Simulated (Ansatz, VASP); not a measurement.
# One calculation of MgO, two programs

File INCAR:

```
SYSTEM = MgO
PREC = Accurate
ENCUT = 520
EDIFF = 1E-6
ISMEAR = 0
SIGMA = 0.01
LREAL = .False.
LASPH = .True.
NELM = 60
ALGO = Normal
ISIF = 2
LWAVE = .False.
LCHARG = .False.
GGA = PS
NBANDS = 11
```

The input KPOINTS:

```
regular mesh
0
Gamma
  10 10 10
  0 0 0
```

POSCAR

```
MgO
1.0
    2.0677629386      2.0677629386      0.0000000000
   -2.0677629386      2.0677629386      0.0000000000
    0.0000000000      2.0677629386      2.0677629386
Mg O
1 1
Direct
    0.0000000000      0.0000000000      0.0000000000
    0.5000000000      0.5000000000      0.0000000000
```

Input for Ansatz:

```yaml
crystal:
  lattice:
    - [2.06776293862, 2.06776293862, 0.0]
    - [-2.06776293862, 2.06776293862, 0.0]
    - [0.0, 2.06776293862, 2.06776293862]
  atoms:
    - { symbol: Mg, position: [0.0, 0.0, 0.0] }
    - { symbol: O, position: [0.5, 0.5, 0.0] }
kpoints:
  mp_grid: { grid: [10, 10, 10] }
scf:
  occupations: { method: fixed }
  convergence: { dr2_threshold: 1.0e-10 }
hamiltonian:
  xc: pbesol
  pseudopotentials: { kind: all_electron, lapw: { basis_error: 0.0005 } }
output:
  forces: true
  stress: true
  eigenstates:
    kpoints:
      - [0.0, 0.0, 0.0]
      - [-0.5, -0.5, -0.5]
      - [-0.5, 0.5, 0.0]
      - [0.0, 0.0, -0.5]
      - [0.0, -0.5, -0.5]
      - [0.0, 0.5, 0.0]
      - [-0.5, 0.0, 0.0]
      - [-0.5, 0.0, -0.5]
  eigenvalues: true
```

Alike in both runs: task single point; functional PBEsol; k mesh 10 × 10 × 10; no spin polarisation.

```csv
,VASP,Ansatz
version,VASP 6.6.1,Ansatz 0.2.0
potentials or method,"VASP PAW PBE potentials, release 64 (Mg, O), cutoff 520 eV","all-electron LAPW, scalar-relativistic"
occupations,"gaussian, width 0.01 eV",fixed
```

VASP gave:

```
gap on the k mesh at the Fermi level (eV) : 5.18
pressure (GPa)                            : 9.6
```

**Question.** Estimate Ansatz's values.

**Answer.** gap on the k mesh at the Fermi level (eV): 5.18; pressure (GPa): 10.1.

VASP's potentials were made for PBE, not for PBEsol. Ansatz ran all-electron here, and VASP with PAW potentials.
